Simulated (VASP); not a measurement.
# CsI (Pm-3m) in VASP: dielectric tensor with PBEsol

Aim: the dielectric tensor of CsI with PBEsol.

Everything below comes from runs of VASP 6.6.1. Logs are shortened: lines on timing, memory, paths and dates and some standing lists are left out, and cuts for length are marked.

## (1) The cell of the first run

Symmetry: Pm-3m, No. 221, cubic system. Conventional cell: a = 4.567 Å, b = 4.567 Å, c = 4.567 Å, α = 90.00°, β = 90.00°, γ = 90.00°. Within 5.2 Å of Cs (site symmetry m-3m) lie 8 I at 3.95 Å and 6 Cs at 4.57 Å. I (site symmetry m-3m) has 8 Cs at 3.95 Å and 6 I at 4.57 Å within 5.2 Å.

## (2) Dielectric tensor, PBEsol

File INCAR:

```
ALGO = Normal
EDIFF = 1E-8
ENCUT = 400
GGA = PS
GGA_COMPAT = False
ISIF = 2
ISMEAR = 0
LASPH = True
LCHARG = False
LEPSILON = True
LREAL = False
LWAVE = False
NELM = 120
PREC = Accurate
SIGMA = 0.01
```

File KPOINTS:

```
k-points
0
Gamma
  4 4 4
```

File POSCAR:

```
CsI
1.0
    4.5667000000      0.0000000000      0.0000000000
    0.0000000000      4.5667000000      0.0000000000
    0.0000000000      0.0000000000      4.5667000000
Cs I
1 1
Direct
    0.0000000000      0.0000000000      0.0000000000
    0.5000000000      0.5000000000      0.5000000000
```

Potentials or basis: VASP PAW PBE potentials, release 64 (Cs_sv, I).

The run is started by

```sh
$ cat potpaw_PBE.64/Cs_sv/POTCAR potpaw_PBE.64/I/POTCAR > POTCAR
$ mpirun -np 1 vasp_std > vasp.out
```

OUTCAR:

```text
EDIFF = 1E-8
   ENCUT = 400
   GGA = PS
   ISIF = 2
   ISMEAR = 0
   LASPH = True
   LEPSILON = True
   LREAL = False
   NELM = 120
   PREC = Accurate

 ion  position               nearest neighbor table
   1  0.000  0.000  0.000-
   2  0.500  0.500  0.500-

  LATTYP: Found a simple cubic cell.
 ALAT       =     4.5667000000

  Lattice vectors:

 A1 = (   4.5667000000,   0.0000000000,   0.0000000000)
 A2 = (   0.0000000000,   4.5667000000,   0.0000000000)
 A3 = (   0.0000000000,   0.0000000000,   4.5667000000)

Analysis of symmetry for initial positions (statically):
=====================================================================
 Subroutine PRICEL returns:
 Original cell was already a primitive cell.

 Routine SETGRP: Setting up the symmetry group for a
 simple cubic supercell.

 Subroutine GETGRP returns: Found 48 space group operations
 (whereof 48 operations were pure point group operations)
 out of a pool of 48 trial point group operations.

The static configuration has the point symmetry O_h .

Analysis of symmetry for dynamics (positions and initial velocities):
=====================================================================
 Subroutine PRICEL returns:
 Original cell was already a primitive cell.

 Routine SETGRP: Setting up the symmetry group for a
 simple cubic supercell.

 Subroutine GETGRP returns: Found 48 space group operations
 (whereof 48 operations were pure point group operations)
 out of a pool of 48 trial point group operations.

The dynamic configuration has the point symmetry O_h .

 Subroutine INISYM returns: Found 48 space group operations
 (whereof 48 operations are pure point group operations),
 and found     1 'primitive' translations

----------------------------------------------------------------------------------------

                                     Primitive cell

  volume of cell :      95.2374

  direct lattice vectors                    reciprocal lattice vectors
     4.566700000  0.000000000  0.000000000     0.218976504  0.000000000  0.000000000
     0.000000000  4.566700000  0.000000000     0.000000000  0.218976504  0.000000000
     0.000000000  0.000000000  4.566700000     0.000000000  0.000000000  0.218976504

  length of vectors
     4.566700000  4.566700000  4.566700000     0.218976504  0.218976504  0.218976504

  position of ions in fractional coordinates (direct lattice)
     0.000000000  0.000000000  0.000000000
     0.500000000  0.500000000  0.500000000

  ion indices of the primitive-cell ions
   primitive index   ion index
                 1           1
                 2           2

----------------------------------------------------------------------------------------

 KPOINTS: k-points

Automatic generation of k-mesh.
 Grid dimensions read from file:
 generate k-points for:    4    4    4

 Generating k-lattice:

  Cartesian coordinates                     Fractional coordinates (reciprocal lattice)
     0.054744126  0.000000000  0.000000000     0.250000000  0.000000000  0.000000000
     0.000000000  0.054744126  0.000000000     0.000000000  0.250000000  0.000000000
     0.000000000  0.000000000  0.054744126     0.000000000  0.000000000  0.250000000

  Length of vectors
     0.054744126  0.054744126  0.054744126

  Shift w.r.t. Gamma in fractional coordinates (k-lattice)
     0.000000000  0.000000000  0.000000000

 Subroutine IBZKPT returns following result:
 ===========================================

 Found     10 irreducible k-points:

 Following reciprocal coordinates:
            Coordinates               Weight
  0.000000  0.000000  0.000000      1.000000
  0.250000  0.000000  0.000000      6.000000
  0.500000  0.000000  0.000000      3.000000
  0.250000  0.250000  0.000000     12.000000
  0.500000  0.250000  0.000000     12.000000
  0.500000  0.500000  0.000000      3.000000
  0.250000  0.250000  0.250000      8.000000
  0.500000  0.250000  0.250000     12.000000
  0.500000  0.500000  0.250000      6.000000
  0.500000  0.500000  0.500000      1.000000
   k-points           NKPTS =     10   k-points in BZ     NKDIM =     10   number of bands    NBANDS=     12
   number of dos      NEDOS =    301   number of ions     NIONS =      2
   total plane-waves  NPLWV =  27000
   dimension x,y,z NGX =    30 NGY =   30 NGZ =   30
   dimension x,y,z NGXF=    60 NGYF=   60 NGZF=   60
   ions per type =               1   1
   NGX,Y,Z   is equivalent  to a cutoff of  10.92, 10.92, 10.92 a.u.
   NGXF,Y,Z  is equivalent  to a cutoff of  21.84, 21.84, 21.84 a.u.
 SYSTEM =  unknown system
   PREC   = accura    normal or accurate (medium, high low for compatibility)
   ISTART =      0    job   : 0-new  1-cont  2-samecut
   ICHARG =      2    charge: 1-file 2-atom 10-const
   ISPIN  =      1    spin polarized calculation?
   LNONCOLLINEAR =      F non collinear calculations
   LSORBIT =      F    spin-orbit coupling
   LASPH  =      T    aspherical Exc in radial PAW
   ENCUT  =  400.0 eV  29.40 Ry    5.42 a.u.   7.45  7.45  7.45*2*pi/ulx,y,z
   NELM   =    120;   NELMIN=  2; NELMDL= -5     # of ELM steps
   EDIFF  = 0.1E-07   stopping-criterion for ELM
   LREAL  =      F    real-space projection
   EDIFFG = 0.1E-06   stopping-criterion for IOM
   NSW    =      0    number of steps for IOM
   IBRION =     -1    ionic relax: 0-MD 1-quasi-New 2-CG
   NFREE  =      0    steps in history (QN), initial steepest desc. (CG)
   ISIF   =      2    stress and relaxation
   ISYM   =      2    0-nonsym 1-usesym 2-fastsym
   POTIM  = 0.5000    time-step for ionic-motion
   TEBEG  =    0.0;   TEEND  =   0.0 temperature during run
   PSTRESS=    0.0 pullay stress
   NELECT =      16.0000    total number of electrons
   NUPDOWN=      -1.0000    fix difference up-down
   EMIN   =  10.00;   EMAX   =-10.00  energy-range for DOS
   EFERMI =   0.00;   METHOD = LEGACY
   ISMEAR =     0;   SIGMA  =   0.01  broadening in eV -4-tet -1-fermi 0-gaus
   EFERMI_NEDOS =   21; number of points for ismear=-14 and -15
   IALGO  =     38    algorithm
   IMIX   =      4    mixing-type and parameters
     AMIX     =   0.40;   BMIX     =  1.00
     AMIX_MAG =   1.60;   BMIX_MAG =  1.00
  volume/ion in A,a.u.               =      47.62       321.35
  Fermi-wavevector in a.u.,A,eV,Ry     =   0.903328  1.707043 11.102385  0.816002
  Thomas-Fermi vector in A             =   2.026641
   LORBIT       =      0    0 simple, 1 ext, 2 COOP (PROOUT), +10 PAW based schemes
   GGA     = PS    functional components
   LHFCALC =     F    Hartree Fock is set to
   AEXX    =    0.0000 exact exchange contribution
   IVDW    =     0    specifies the selected vdW correction
   LEPSILON=     T    determine dielectric tensor
   LRPA    =     F    only Hartree local field effects (RPA)
 non-spin polarized calculation
 Gauss-broadening in eV      SIGMA  =   0.01
  energy-cutoff  :      400.00
  volume of cell :       95.24
 maximum number of plane-waves:      1750
 NGX is ok and might be reduce to    30
   NGX = 15   NGY = 15   NGZ = 15

--------------------------------------- Ionic step        1  -------------------------------------------

 number of electron      16.0000007 magnetization

 E-fermi :   0.7533     XC(G=0):  -7.9515

 val. band max:        0.7016349598   @ k =   0.5000   0.5000   0.0000
 cond. band min:       4.4029059805   @ k =   0.0000   0.0000   0.0000
 fundamental gap:      3.7012710206
 Fermi energy:         0.7533411711

 k-point     1 :       0.0000    0.0000    0.0000
  band No.  band energies     occupation
      1     -19.6614      2.00000
      2      -9.9922      2.00000
      3      -6.3449      2.00000
      4      -6.3449      2.00000
      5      -6.3449      2.00000
      6       0.6108      2.00000
      7       0.6108      2.00000
      8       0.6108      2.00000
      9       4.4029      0.00000
     10       4.7788      0.00000
     11       4.7788      0.00000
     12       8.4424      0.00000
[... 121 lines left out ...]
 k-point    10 :       0.5000    0.5000    0.5000
  band No.  band energies     occupation
      1     -19.5923      2.00000
      2      -9.7151      2.00000
      3      -6.6031      2.00000
      4      -6.6031      2.00000
      5      -6.6031      2.00000
      6      -0.6365      2.00000
      7      -0.6365      2.00000
      8      -0.6365      2.00000
      9       7.7557      0.00000
     10       7.7557      0.00000
     11       7.7557      0.00000
     12       8.5130      0.00000

  FORCE on cell =-STRESS in cart. coord.  units (eV):
  Direction    XX          YY          ZZ          XY          YZ          ZX
  --------------------------------------------------------------------------------------
  -------------------------------------------------------------------------------------
  Total       -0.2392946     -0.2392946     -0.2392946     -0.0000000     -0.0000000      0.0000000
  in kB       -4.0256502     -4.0256502     -4.0256502     -0.0000000     -0.0000000      0.0000000
  external PRESSURE =      -4.0256502 kB  Pullay stress =       0.0000000 kB

 VOLUME and BASIS-vectors are now :
 -----------------------------------------------------------------------------
  energy-cutoff  :      400.00
  volume of cell :       95.24
      direct lattice vectors                 reciprocal lattice vectors
     4.566700000  0.000000000  0.000000000     0.218976504  0.000000000  0.000000000
     0.000000000  4.566700000  0.000000000     0.000000000  0.218976504  0.000000000
     0.000000000  0.000000000  4.566700000     0.000000000  0.000000000  0.218976504

 POSITION                                       TOTAL-FORCE (eV/Angst)
 -----------------------------------------------------------------------------------
      0.00000      0.00000      0.00000         0.000000      0.000000      0.000000
      2.28335      2.28335      2.28335         0.000000      0.000000      0.000000
 -----------------------------------------------------------------------------------
    total drift:                               -0.000000     -0.000000     -0.000000

  FREE ENERGIE OF THE ION-ELECTRON SYSTEM (eV)
  ---------------------------------------------------
  free  energy   TOTEN  =        -5.7676688114 eV

  energy  without entropy=       -5.7676688114  energy(sigma->0) =       -5.76766881

 HEAD OF MICROSCOPIC STATIC DIELECTRIC TENSOR (INDEPENDENT PARTICLE, excluding Hartree and local field effects)
 ------------------------------------------------------
           3.843654    -0.000000     0.000000
          -0.000000     3.843654    -0.000000
           0.000000     0.000000     3.843654
 ------------------------------------------------------

 Free energy of the ion-electron system (eV)
  ---------------------------------------------------
  ---------------------------------------------------
  free energy    TOTEN  =        -0.73325454 eV

  energy without entropy =       -0.73325454

------------------------ aborting loop because EDIFF is reached ----------------------------------------

--------------------------------------- Ionic step        2  -------------------------------------------

------------------------ aborting loop because EDIFF is reached ----------------------------------------

--------------------------------------- Ionic step        3  -------------------------------------------

 Free energy of the ion-electron system (eV)
  ---------------------------------------------------
  ---------------------------------------------------
  free energy    TOTEN  =        -0.73325456 eV

  energy without entropy =       -0.73325456

------------------------ aborting loop because EDIFF is reached ----------------------------------------

 PIEZOELECTRIC TENSOR FIELD DIRECTION 3  (e Angst)
 -----------------------------------------------------------------------------
    -0.00047  0.00000 -0.00000           (  0.00001  0.00000 -0.00000)
     0.00000 -0.00047  0.00000           (  0.00000  0.00001  0.00000)
    -0.00000  0.00000 -0.00184           ( -0.00000  0.00000  0.00003)

 PIEZOELECTRIC TENSOR FIELD DIRECTION 3  (C/m^2)
 -----------------------------------------------------------------------------
    -0.00008  0.00000 -0.00000
     0.00000 -0.00008  0.00000
    -0.00000  0.00000 -0.00031

 MACROSCOPIC STATIC DIELECTRIC TENSOR (including local field effects in DFT)
 ------------------------------------------------------
           3.462863     0.000000    -0.000000
          -0.000000     3.462863     0.000000
           0.000000    -0.000000     3.462863
 ------------------------------------------------------

 PIEZOELECTRIC TENSOR (including local field effects)  for field in x, y, z        (e  Angst)
          XX          YY          ZZ          XY          YZ          ZX
  --------------------------------------------------------------------------------
  x     0.00000     0.00000     0.00000     0.00000     0.00000     0.00000
  y     0.00000     0.00000     0.00000     0.00000     0.00000     0.00000
  z     0.00000     0.00000     0.00000     0.00000     0.00000     0.00000

 PIEZOELECTRIC TENSOR (including local field effects)  for field in x, y, z        (C/m^2)
          XX          YY          ZZ          XY          YZ          ZX
  --------------------------------------------------------------------------------
  x     0.00000     0.00000     0.00000     0.00000     0.00000     0.00000
  y     0.00000     0.00000     0.00000     0.00000     0.00000     0.00000
  z     0.00000     0.00000     0.00000     0.00000     0.00000     0.00000

 BORN EFFECTIVE CHARGES (including local field effects) (in |e|, cummulative output)
 ---------------------------------------------------------------------------------
 ion    1
    1     1.35054     0.00000    -0.00000
    2     0.00000     1.35054    -0.00000
    3    -0.00000     0.00000     1.35054
 ion    2
    1    -1.35054    -0.00000     0.00000
    2    -0.00000    -1.35054     0.00000
    3     0.00000    -0.00000    -1.35054
```

It took 1.8 min on 1 thread of AMD EPYC 7R43 (Zen 3), shared host; peak memory 0.16 GiB.

What came out:

| Item | Value |
| --- | --- |
| Band gap on the k mesh | 3.70 eV, indirect (least direct gap 3.79 eV) |
| Electronic dielectric tensor (diagonal) | 3.46 |
| Born charges (mean of the diagonal) | Cs +1.35; I -1.35 e |

Electronic dielectric tensor:
```
3.46 0.00 0.00
0.00 3.46 0.00
0.00 0.00 3.46
```

Born effective charge tensors (e):
atom 1, Cs
```
1.35 0.00 0.00
0.00 1.35 0.00
0.00 0.00 1.35
```
atom 2, I
```
-1.35  0.00  0.00
 0.00 -1.35  0.00
 0.00  0.00 -1.35
```

Caveat: the PAW data sets were made with another functional, which shifts forces and pressure a little; spin-orbit coupling is left out, which moves the levels of the heavy elements. As with any semilocal functional, this PBEsol gap is likely too small.
